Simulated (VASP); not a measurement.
# La (Pm-3m) in VASP: a series of runs

The runs below take La through single point, with PBEsol.

Program: VASP 6.6.1. These are calculated values, not measurements. Logs are shortened: lines on timing, memory, paths and dates and some standing lists are left out, and cuts for length are marked.

**1. The cell of the first run**

The structure is cubic, space group Pm-3m (No. 221). Conventional cell: a = 3.088 Å, b = 3.088 Å, c = 3.088 Å, α = 90.00°, β = 90.00°, γ = 90.00°. La (site symmetry m-3m) has 6 La at 3.09 Å within 4.1 Å.

**2. Single point, PBEsol (volume scaled by 0.88)**

Contents of INCAR:

```
SYSTEM = La
PREC = Accurate
ENCUT = 520
EDIFF = 1E-6
ISMEAR = -1
SIGMA = 0.1
LREAL = .False.
LASPH = .True.
NELM = 100
ALGO = Normal
ISIF = 2
LWAVE = .False.
LCHARG = .False.
GGA = PS
NBANDS = 12
```

Contents of KPOINTS:

```
Automatic mesh
0
Gamma
  11 11 11
  0 0 0
```

Contents of POSCAR:

```
La
1.0
    3.0877340104      0.0000000000      0.0000000000
    0.0000000000      3.0877340104      0.0000000000
    0.0000000000      0.0000000000      3.0877340104
La
1
Direct
    0.0000000000      0.0000000000      0.0000000000
```

Potentials or basis: VASP PAW PBE potentials, release 64 (La).

Launch:

```console
> cat potpaw_PBE.64/La/POTCAR > POTCAR
> mpirun -np 1 vasp_std > vasp.out
```

OUTCAR:

```text
SYSTEM = La
   PREC = Accurate
   ENCUT = 520
   EDIFF = 1E-6
   ISMEAR = -1
   LREAL = .False.
   LASPH = .True.
   NELM = 100
   ISIF = 2
   GGA = PS

 ion  position               nearest neighbor table
   1  0.000  0.000  0.000-

  LATTYP: Found a simple cubic cell.
 ALAT       =     3.0877340104

  Lattice vectors:

 A1 = (   3.0877340104,   0.0000000000,   0.0000000000)
 A2 = (   0.0000000000,   3.0877340104,   0.0000000000)
 A3 = (   0.0000000000,   0.0000000000,   3.0877340104)

Analysis of symmetry for initial positions (statically):
=====================================================================
 Subroutine PRICEL returns:
 Original cell was already a primitive cell.

 Routine SETGRP: Setting up the symmetry group for a
 simple cubic supercell.

 Subroutine GETGRP returns: Found 48 space group operations
 (whereof 48 operations were pure point group operations)
 out of a pool of 48 trial point group operations.

The static configuration has the point symmetry O_h .

Analysis of symmetry for dynamics (positions and initial velocities):
=====================================================================
 Subroutine PRICEL returns:
 Original cell was already a primitive cell.

 Routine SETGRP: Setting up the symmetry group for a
 simple cubic supercell.

 Subroutine GETGRP returns: Found 48 space group operations
 (whereof 48 operations were pure point group operations)
 out of a pool of 48 trial point group operations.

The dynamic configuration has the point symmetry O_h .

 Subroutine INISYM returns: Found 48 space group operations
 (whereof 48 operations are pure point group operations),
 and found     1 'primitive' translations

----------------------------------------------------------------------------------------

                                     Primitive cell

  volume of cell :      29.4388

  direct lattice vectors                    reciprocal lattice vectors
     3.087734010  0.000000000  0.000000000     0.323862093  0.000000000  0.000000000
     0.000000000  3.087734010  0.000000000     0.000000000  0.323862093  0.000000000
     0.000000000  0.000000000  3.087734010     0.000000000  0.000000000  0.323862093

  length of vectors
     3.087734010  3.087734010  3.087734010     0.323862093  0.323862093  0.323862093

  position of ions in fractional coordinates (direct lattice)
     0.000000000  0.000000000  0.000000000

  ion indices of the primitive-cell ions
   primitive index   ion index
                 1           1
[... 73 lines left out ...]
   LREAL  =      F    real-space projection
   EDIFFG = 0.1E-04   stopping-criterion for IOM
   NSW    =      0    number of steps for IOM
   IBRION =     -1    ionic relax: 0-MD 1-quasi-New 2-CG
   NFREE  =      0    steps in history (QN), initial steepest desc. (CG)
   ISIF   =      2    stress and relaxation
   ISYM   =      2    0-nonsym 1-usesym 2-fastsym
   POTIM  = 0.5000    time-step for ionic-motion
   TEBEG  =    0.0;   TEEND  =   0.0 temperature during run
   PSTRESS=    0.0 pullay stress
   NELECT =      11.0000    total number of electrons
   NUPDOWN=      -1.0000    fix difference up-down
   EMIN   =  10.00;   EMAX   =-10.00  energy-range for DOS
   EFERMI =   0.00;   METHOD = LEGACY
   ISMEAR =    -1;   SIGMA  =   0.10  broadening in eV -4-tet -1-fermi 0-gaus
   EFERMI_NEDOS =   21; number of points for ismear=-14 and -15
   IALGO  =     38    algorithm
   IMIX   =      4    mixing-type and parameters
     AMIX     =   0.40;   BMIX     =  1.00
     AMIX_MAG =   1.60;   BMIX_MAG =  1.00
  volume/ion in A,a.u.               =      29.44       198.66
  Fermi-wavevector in a.u.,A,eV,Ry     =   1.179141  2.228254 18.917189  1.390374
  Thomas-Fermi vector in A             =   2.315458
   LORBIT       =      0    0 simple, 1 ext, 2 COOP (PROOUT), +10 PAW based schemes
   GGA     = PS    functional components
   LHFCALC =     F    Hartree Fock is set to
   AEXX    =    0.0000 exact exchange contribution
   IVDW    =     0    specifies the selected vdW correction
   LEPSILON=     F    determine dielectric tensor
   LRPA    =     F    only Hartree local field effects (RPA)
 non-spin polarized calculation
  energy-cutoff  :      520.00
  volume of cell :       29.44
 maximum number of plane-waves:       812
 NGX is ok and might be reduce to    24
   NGX = 11   NGY = 11   NGZ = 11

 number of electron      11.0000001 magnetization

 Free energy of the ion-electron system (eV)
  ---------------------------------------------------
  ext. energy  EPLUGINS =         0.00000000
  ---------------------------------------------------
  free energy    TOTEN  =        -4.84128220 eV

  energy without entropy =       -4.78637936  energy(sigma->0) =       -4.81383078

 E-fermi :  10.0403     XC(G=0): -10.6128

 val. band max:        9.9950470953   @ k =   0.1818   0.1818   0.0000
 cond. band min:      10.0593692797   @ k =   0.4545   0.0909   0.0909
 fundamental gap:      0.0643221844
 Fermi energy:        10.0402614471

 k-point     1 :       0.0000    0.0000    0.0000
  band No.  band energies     occupation
      1     -23.0588      2.00000
      2      -4.9729      2.00000
      3      -4.9729      2.00000
      4      -4.9729      2.00000
      5       7.4554      2.00000
      6       8.4760      2.00000
      7       8.4760      2.00000
      8      12.4119      0.00000
      9      12.4119      0.00000
     10      12.4119      0.00000
     11      12.7830      0.00000
     12      12.7830      0.00000
[... 331 lines left out ...]
 k-point    24 :       0.2727    0.0909    0.0909
  band No.  band energies     occupation
      1     -22.7150      2.00000
      2      -6.9362      2.00000
      3      -5.0630      2.00000
      4      -5.0398      2.00000
      5       9.1278      1.99978
      6       9.5457      1.98587
      7      11.5374      0.00000
      8      11.8666      0.00000
      9      12.0319      0.00000
     10      12.4653      0.00000
     11      12.5825      0.00000
     12      12.9658      0.00000

 [... further k-points ...]
[... 5 lines left out ...]
  --------------------------------------------------------------------------------------
  -------------------------------------------------------------------------------------
  Total        0.7992680      0.7992680      0.7992680     -0.0000000      0.0000000     -0.0000000
  in kB       43.4994114     43.4994114     43.4994114     -0.0000000      0.0000000     -0.0000000
  external PRESSURE =      43.4994114 kB  Pullay stress =       0.0000000 kB

 VOLUME and BASIS-vectors are now :
 -----------------------------------------------------------------------------
  energy-cutoff  :      520.00
  volume of cell :       29.44
      direct lattice vectors                 reciprocal lattice vectors
     3.087734010  0.000000000  0.000000000     0.323862093  0.000000000  0.000000000
     0.000000000  3.087734010  0.000000000     0.000000000  0.323862093  0.000000000
     0.000000000  0.000000000  3.087734010     0.000000000  0.000000000  0.323862093

 POSITION                                       TOTAL-FORCE (eV/Angst)
 -----------------------------------------------------------------------------------
      0.00000      0.00000      0.00000         0.000000      0.000000      0.000000
 -----------------------------------------------------------------------------------
    total drift:                               -0.000000      0.000000      0.000000

  FREE ENERGIE OF THE ION-ELECTRON SYSTEM (eV)
  ---------------------------------------------------
  free  energy   TOTEN  =        -4.8412821974 eV

  energy  without entropy=       -4.7863793564  energy(sigma->0) =       -4.81383078
```

Wall time 10 s (1 thread of Intel Xeon 6975P-C (Granite Rapids), shared host); peak memory 0.16 GiB.

Results:

| Item | Value |
| --- | --- |
| Free energy | -4.8413 eV |
| Pressure | 4.3 GPa |

Levels at points of the mesh, in eV from the Fermi level:
| k point | band 1 | band 2 | band 3 | band 4 | band 5 | band 6 | band 7 | band 8 | band 9 | band 10 |
| --- | --- | --- | --- | --- | --- | --- | --- | --- | --- | --- |
| (0.00, 0.00, 0.00) | -33.10 | -15.01 | -15.01 | -15.01 | -2.58 | -1.56 | -1.56 | 2.37 | 2.37 | 2.37 |

Caveat: the PAW data sets were made with another functional, which shifts forces and pressure a little; spin-orbit coupling is left out, which moves the levels of the heavy elements.

**3. Single point, PBEsol (volume scaled by 0.92)**

Contents of INCAR:

```
SYSTEM = La
PREC = Accurate
ENCUT = 520
EDIFF = 1E-6
ISMEAR = -1
SIGMA = 0.1
LREAL = .FALSE.
LASPH = .TRUE.
NELM = 100
ALGO = Normal
ISIF = 2
LWAVE = .FALSE.
LCHARG = .FALSE.
GGA = PS
NBANDS = 12
```

Contents of KPOINTS:

```
Automatic mesh
0
G
  11 11 11
  0 0 0
```

Contents of POSCAR:

```
La
1.0
    3.1338263881      0.0000000000      0.0000000000
    0.0000000000      3.1338263881      0.0000000000
    0.0000000000      0.0000000000      3.1338263881
La
1
Direct
    0.0000000000      0.0000000000      0.0000000000
```

Potentials or basis: VASP PAW PBE potentials, release 64 (La).

Launch:

```console
> cat potpaw_PBE.64/La/POTCAR > POTCAR
> mpirun -np 1 vasp_std > vasp.out
```

OUTCAR:

```text
SYSTEM = La
   PREC = Accurate
   ENCUT = 520
   EDIFF = 1E-6
   ISMEAR = -1
   LREAL = .FALSE.
   LASPH = .TRUE.
   NELM = 100
   ISIF = 2
   GGA = PS

 ion  position               nearest neighbor table
   1  0.000  0.000  0.000-

  LATTYP: Found a simple cubic cell.
 ALAT       =     3.1338263881

  Lattice vectors:

 A1 = (   3.1338263881,   0.0000000000,   0.0000000000)
 A2 = (   0.0000000000,   3.1338263881,   0.0000000000)
 A3 = (   0.0000000000,   0.0000000000,   3.1338263881)

Analysis of symmetry for initial positions (statically):
=====================================================================
 Subroutine PRICEL returns:
 Original cell was already a primitive cell.

 Routine SETGRP: Setting up the symmetry group for a
 simple cubic supercell.

 Subroutine GETGRP returns: Found 48 space group operations
 (whereof 48 operations were pure point group operations)
 out of a pool of 48 trial point group operations.

The static configuration has the point symmetry O_h .

Analysis of symmetry for dynamics (positions and initial velocities):
=====================================================================
[... 160 lines left out ...]
 fundamental gap:      0.0206965612
 Fermi energy:         9.5180854551

 k-point     1 :       0.0000    0.0000    0.0000
  band No.  band energies     occupation
      1     -23.5399      2.00000
      2      -5.6401      2.00000
      3      -5.6401      2.00000
      4      -5.6401      2.00000
      5       6.8563      2.00000
      6       8.0588      2.00000
      7       8.0588      2.00000
      8      11.8117      0.00000
      9      11.8117      0.00000
     10      11.8117      0.00000
     11      12.1417      0.00000
     12      12.1417      0.00000
[... 331 lines left out ...]
 k-point    24 :       0.2727    0.0909    0.0909
  band No.  band energies     occupation
      1     -23.2392      2.00000
      2      -7.4093      2.00000
      3      -5.7222      2.00000
      4      -5.6995      2.00000
      5       8.5190      1.99991
      6       9.0652      1.97864
      7      10.9103      0.00000
      8      11.3143      0.00000
      9      11.4284      0.00000
     10      11.8559      0.00000
     11      11.9689      0.00000
     12      12.3158      0.00000

 [... further k-points ...]
[... 5 lines left out ...]
  --------------------------------------------------------------------------------------
  -------------------------------------------------------------------------------------
  Total        0.5072077      0.5072077      0.5072077      0.0000000     -0.0000000      0.0000000
  in kB       26.4041128     26.4041128     26.4041128      0.0000000     -0.0000000      0.0000000
  external PRESSURE =      26.4041128 kB  Pullay stress =       0.0000000 kB

 VOLUME and BASIS-vectors are now :
 -----------------------------------------------------------------------------
  energy-cutoff  :      520.00
  volume of cell :       30.78
      direct lattice vectors                 reciprocal lattice vectors
     3.133826388  0.000000000  0.000000000     0.319098723  0.000000000  0.000000000
     0.000000000  3.133826388  0.000000000     0.000000000  0.319098723  0.000000000
     0.000000000  0.000000000  3.133826388     0.000000000  0.000000000  0.319098723

 POSITION                                       TOTAL-FORCE (eV/Angst)
 -----------------------------------------------------------------------------------
      0.00000      0.00000      0.00000         0.000000      0.000000      0.000000
 -----------------------------------------------------------------------------------
    total drift:                               -0.000000      0.000000      0.000000

  FREE ENERGIE OF THE ION-ELECTRON SYSTEM (eV)
  ---------------------------------------------------
  free  energy   TOTEN  =        -4.8703288625 eV

  energy  without entropy=       -4.8118315702  energy(sigma->0) =       -4.84108022
```

OSZICAR:

```text
N       E                     dE             d eps       ncg     rms          rms(c)
DAV:   1     0.907551372752E+02    0.90755E+02   -0.38723E+03  1368   0.123E+03
DAV:   2     0.136137986024E+01   -0.89394E+02   -0.84739E+02  1688   0.186E+02
DAV:   3    -0.466359992278E+01   -0.60250E+01   -0.56209E+01  1988   0.771E+01
DAV:   4    -0.492101077271E+01   -0.25741E+00   -0.25236E+00  2376   0.111E+01
DAV:   5    -0.493383388285E+01   -0.12823E-01   -0.12791E-01  2312   0.237E+00    0.331E+00
DAV:   6    -0.489449974388E+01    0.39334E-01   -0.80778E-03  2488   0.683E-01    0.198E+00
DAV:   7    -0.487002634841E+01    0.24473E-01   -0.12125E-02  2044   0.848E-01    0.487E-02
DAV:   8    -0.487016474593E+01   -0.13840E-03   -0.45143E-04  2148   0.176E-01    0.373E-02
DAV:   9    -0.487027444122E+01   -0.10970E-03   -0.20604E-04  1904   0.111E-01    0.219E-02
DAV:  10    -0.487031648436E+01   -0.42043E-04   -0.15464E-04  2304   0.844E-02    0.153E-02
DAV:  11    -0.487031854248E+01   -0.20581E-05   -0.51673E-06  2020   0.134E-02    0.145E-02
DAV:  12    -0.487032516183E+01   -0.66193E-05   -0.26590E-05  2032   0.396E-02    0.559E-03
DAV:  13    -0.487032866418E+01   -0.35024E-05   -0.41049E-05  2036   0.413E-02    0.208E-03
DAV:  14    -0.487032886246E+01   -0.19827E-06   -0.18953E-06  1792   0.115E-02
   1 F= -.48703289E+01 E0= -.48410802E+01  d E =-.584973E-01
```

stdout:

```text
POSCAR found type information on POSCAR La
 POSCAR found :  1 types and       1 ions
 scaLAPACK will be used
 -----------------------------------------------------------------------------
|                                                                             |
|                                                                             |
|     You enforced a specific xc type in the INCAR file but a different       |
|     I HOPE YOU KNOW WHAT YOU ARE DOING!                                     |
|                                                                             |
 -----------------------------------------------------------------------------

 LDA part: xc-table for (Slater+PW92), standard interpolation
 POSCAR, INCAR and KPOINTS ok, starting setup
 FFT: planning ... GRIDC
 FFT: planning ... GRID_SOFT
 FFT: planning ... GRID
 WAVECAR not read
 entering main loop
```

Run time: 12 s. Hardware: 1 thread of Intel Xeon 6975P-C (Granite Rapids), shared host; peak memory 0.16 GiB.

What came out:

```
Free energy : -4.8703 eV
Pressure    : 2.6 GPa
```

Levels at points of the mesh, in eV from the Fermi level:
| k point | band 2 | band 3 | band 4 | band 5 | band 6 | band 7 | band 8 | band 9 | band 10 | band 11 |
| --- | --- | --- | --- | --- | --- | --- | --- | --- | --- | --- |
| (0.00, 0.00, 0.00) | -15.16 | -15.16 | -15.16 | -2.66 | -1.46 | -1.46 | 2.29 | 2.29 | 2.29 | 2.62 |

Caveat: the PAW data sets were made with another functional, which shifts forces and pressure a little; spin-orbit coupling is left out, which moves the levels of the heavy elements.
